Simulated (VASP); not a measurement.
# PtS2 (P-3m1) in VASP: a series of runs, part 2 of 2

VASP 6.6.1.

### 5 Single point, PBE

INCAR reads:

```
  PREC = Accurate
  ENCUT = 500
  EDIFF = 1E-6
  ISMEAR = -1
  SIGMA = 0.1
  LREAL = False
  LASPH = True
  NELM = 120
  ALGO = Normal
  ISIF = 2
  LWAVE = False
  LCHARG = True
  GGA = PE
  LELF = True
  LVHAR = True
  NBANDS = 18
  GGA_COMPAT = False
```

KPOINTS reads:

```
Automatic mesh
0
Gamma
  6 6 4
```

POSCAR reads:

```
PtS2
1.0
    3.5431994758      0.0000000000      0.0000000000
   -1.7715997379      3.0685007567      0.0000000000
    0.0000000000      0.0000000000      5.0388000000
Pt S
1 2
Direct
    0.0000000000      0.0000000000      0.0000000000
    0.3333333333      0.6666666667      0.2500000000
    0.6666666667      0.3333333333      0.7500000000
```

Potentials or basis: VASP PAW PBE potentials, release 64 (Pt, S).

On the command line:

```sh
$ cat potpaw_PBE.64/Pt/POTCAR potpaw_PBE.64/S/POTCAR > POTCAR
$ mpirun -np 1 vasp_std > vasp.out
```

OUTCAR:

```text
PREC = Accurate
   ENCUT = 500
   EDIFF = 1E-6
   ISMEAR = -1
   LREAL = False
   LASPH = True
   NELM = 120
   ISIF = 2
   GGA = PE

 ion  position               nearest neighbor table
   1  0.000  0.000  0.000-   2 2.40   3 2.40   2 2.40   3 2.40   3 2.40   2 2.40
   2  0.333  0.667  0.250-   1 2.40   1 2.40   1 2.40
   3  0.667  0.333  0.750-   1 2.40   1 2.40   1 2.40

  LATTYP: Found a hexagonal cell.
 ALAT       =     3.5431994758
 C/A-ratio  =     1.4221045229

[... 693 lines left out ...]

  FORCE on cell =-STRESS in cart. coord.  units (eV):
  Direction    XX          YY          ZZ          XY          YZ          ZX
  --------------------------------------------------------------------------------------
  -------------------------------------------------------------------------------------
  Total        0.9711097      0.9711097      0.0735712      0.0000000     -0.0000000      0.0000000
  in kB       28.4007583     28.4007583      2.1516399      0.0000000     -0.0000000      0.0000000
  external PRESSURE =      19.6510521 kB  Pullay stress =       0.0000000 kB

 VOLUME and BASIS-vectors are now :
 -----------------------------------------------------------------------------
  energy-cutoff  :      500.00
  volume of cell :       54.78
      direct lattice vectors                 reciprocal lattice vectors
     3.543199476  0.000000000  0.000000000     0.282230794  0.162946025  0.000000000
    -1.771599738  3.068500757  0.000000000     0.000000000  0.325892049  0.000000000
     0.000000000  0.000000000  5.038800000     0.000000000  0.000000000  0.198459951

 POSITION                                       TOTAL-FORCE (eV/Angst)
 -----------------------------------------------------------------------------------
      0.00000      0.00000      0.00000         0.000000     -0.000000      0.000000
     -0.00000      2.04567      1.25970        -0.000000      0.000000     -0.364776
      1.77160      1.02283      3.77910         0.000000      0.000000      0.364776
 -----------------------------------------------------------------------------------
    total drift:                               -0.000000     -0.000000     -0.000000

  FREE ENERGIE OF THE ION-ELECTRON SYSTEM (eV)
  ---------------------------------------------------
  free  energy   TOTEN  =       -15.3624447020 eV

  energy  without entropy=      -15.3574419848  energy(sigma->0) =      -15.35994334
```

OSZICAR:

```text
N       E                     dE             d eps       ncg     rms          rms(c)
DAV:   1     0.107657609773E+03    0.10766E+03   -0.10227E+04   880   0.106E+03
DAV:   2    -0.116729767160E+02   -0.11933E+03   -0.11569E+03  1038   0.217E+02
DAV:   3    -0.166253677446E+02   -0.49524E+01   -0.49183E+01  1088   0.448E+01
DAV:   4    -0.166772116343E+02   -0.51844E-01   -0.51812E-01  1130   0.506E+00
DAV:   5    -0.166779665467E+02   -0.75491E-03   -0.75484E-03  1144   0.598E-01    0.176E+01
DAV:   6    -0.156451375100E+02    0.10328E+01   -0.60436E+00   900   0.238E+01    0.120E+01
DAV:   7    -0.153793950705E+02    0.26574E+00   -0.12217E+00   892   0.110E+01    0.575E+00
DAV:   8    -0.153651955268E+02    0.14200E-01   -0.65660E-02   974   0.176E+00    0.124E+00
DAV:   9    -0.153622071450E+02    0.29884E-02   -0.82868E-03  1052   0.934E-01    0.225E-01
DAV:  10    -0.153623917368E+02   -0.18459E-03   -0.13932E-03  1048   0.238E-01    0.859E-02
DAV:  11    -0.153624386143E+02   -0.46878E-04   -0.62154E-05  1060   0.623E-02    0.491E-02
DAV:  12    -0.153624429031E+02   -0.42888E-05   -0.87992E-06  1044   0.254E-02    0.123E-02
DAV:  13    -0.153624445073E+02   -0.16042E-05   -0.14852E-06   972   0.850E-03    0.469E-03
DAV:  14    -0.153624447020E+02   -0.19469E-06   -0.23937E-07   672   0.358E-03
   1 F= -.15362445E+02 E0= -.15359943E+02  d E =-.500272E-02
```

Wall time 20 s (1 thread of Intel Xeon 6975P-C, shared host); peak memory 0.19 GiB.

Results:

* Free energy: -15.3624 eV
* Pressure: 2.0 GPa
* Largest force: 0.365 eV/Å
* Band gap on the k mesh: 0.56 eV, indirect (least direct gap 1.31 eV)

Forces in eV/Å, atoms in the order of the input:
```
Pt   0.000  0.000  0.000
S    0.000  0.000 -0.365
S    0.000  0.000  0.365
```

Levels at points of the mesh, in eV from the valence-band top:
```csv
k point,band 8,band 9,band 10,band 11,band 12,band 13,band 14,band 15
"(0.00, 0.00, 0.00)",-2.24,-1.13,-1.13,0.00,1.77,1.77,4.51,5.26
"(0.50, 0.00, 0.00)",-3.22,-3.07,-3.01,-2.54,1.27,2.41,5.39,6.35
"(0.00, 0.00, 0.50)",-2.88,-1.44,-1.44,-1.28,2.44,2.44,5.52,6.97
"(0.50, 0.00, 0.50)",-3.08,-2.73,-2.68,-1.50,1.38,2.07,4.93,5.25
```

Caveat: spin-orbit coupling is left out, which moves the levels of the heavy elements.

### 6 Single point, PBE

INCAR reads:

```
SYSTEM = PtS2
ALGO     = Normal         ! electronic algorithm
EDIFF    = 1E-6           ! SCF threshold, eV
ENCUT    = 500            ! plane-wave cutoff, eV
GGA      = PE             ! functional
GGA_COMPAT= .False.      
ISIF     = 2              ! what is computed and relaxed
ISMEAR   = 0              ! smearing method
LASPH    = .True.         ! aspherical terms in the spheres
LCHARG   = .False.        ! write CHGCAR
LREAL    = .False.        ! projectors in reciprocal space
LWAVE    = .False.        ! write WAVECAR
NBANDS   = 18             ! bands
NELM     = 120            ! most SCF steps
PREC     = Accurate       ! precision mode
SIGMA    = 0.01           ! smearing width, eV
```

KPOINTS reads:

```
k-points
0
Gamma
  6 6 4
  0 0 0
```

POSCAR is that of step 5.

Potentials or basis: VASP PAW PBE potentials, release 64 (Pt, S).

On the command line:

```sh
$ cat potpaw_PBE.64/Pt/POTCAR potpaw_PBE.64/S/POTCAR > POTCAR
$ mpirun -np 1 vasp_std > vasp.out
```

It took 22 s on 1 thread of Intel Xeon 6975P-C, shared host; peak memory 0.19 GiB.

The run converged. Its results:

```yaml
Free_energy: -15.3614 eV
Pressure: 2.0 GPa
Largest_force: 0.373 eV/Å
Band_gap_on_the_k_mesh: 0.56 eV, indirect (least direct gap 1.31 eV)
```

Forces in eV/Å, atoms in the order of the input:
```
Pt   0.000  0.000  0.000
S    0.000  0.000 -0.373
S    0.000  0.000  0.373
```

Stress tensor (GPa, compression positive):
```
2.81 0.00 0.00
0.00 2.81 0.00
0.00 0.00 0.25
```

Levels at points of the mesh, in eV from the valence-band top:
| k point | band 9 | band 10 | band 11 | band 12 | band 13 | band 14 |
| --- | --- | --- | --- | --- | --- | --- |
| (0.00, 0.00, 0.00) | -1.13 | -1.13 | 0.00 | 1.77 | 1.77 | 4.51 |
| (0.50, 0.00, 0.00) | -3.07 | -3.01 | -2.54 | 1.27 | 2.40 | 5.39 |
| (0.00, 0.00, 0.50) | -1.45 | -1.45 | -1.28 | 2.44 | 2.44 | 5.52 |
| (0.50, 0.00, 0.50) | -2.74 | -2.68 | -1.50 | 1.38 | 2.07 | 4.93 |

Caveat: spin-orbit coupling is left out, which moves the levels of the heavy elements. PBE gaps usually lie below the measured ones, often by a third to a half.

### 7 The runs side by side

| level | smearing | gap on the mesh (eV) | pressure (GPa) | largest force (eV/Å) |
| --- | --- | --- | --- | --- |
| PBE | methfessel-paxton 0.0789 eV | 0.56 | 2.0 | 0.37 |
| PBE | fermi-dirac 0.0082 eV | 0.56 | 2.0 | 0.37 |
| PBEsol | gaussian 0.1 eV | 0.49 | -3.0 | 0.60 |
| PBE | fermi-dirac 0.1 eV | 0.56 | 2.0 | 0.36 |
| PBE | gaussian 0.01 eV | 0.56 | 2.0 | 0.37 |

Alike in all rows: task single point; potentials or basis VASP PAW PBE potentials, release 64 (Pt, S); no spin polarisation; cell as given; k mesh 6 × 6 × 4; cutoff (eV) 500.

On the cell as given the gap runs from 0.49 eV (PBEsol) to 0.56 eV (PBE). The pressure there spans -3.0 GPa (PBEsol) to 2.0 GPa (PBE); a positive pressure means that this level wants a larger cell, a negative one a smaller.

Caveats: spin-orbit coupling is left out, which moves the levels of the heavy elements; the PAW data sets were made with another functional, which shifts forces and pressure a little (some runs).

Total energies depend on the potentials used, so only differences within one code and one set of settings carry meaning.
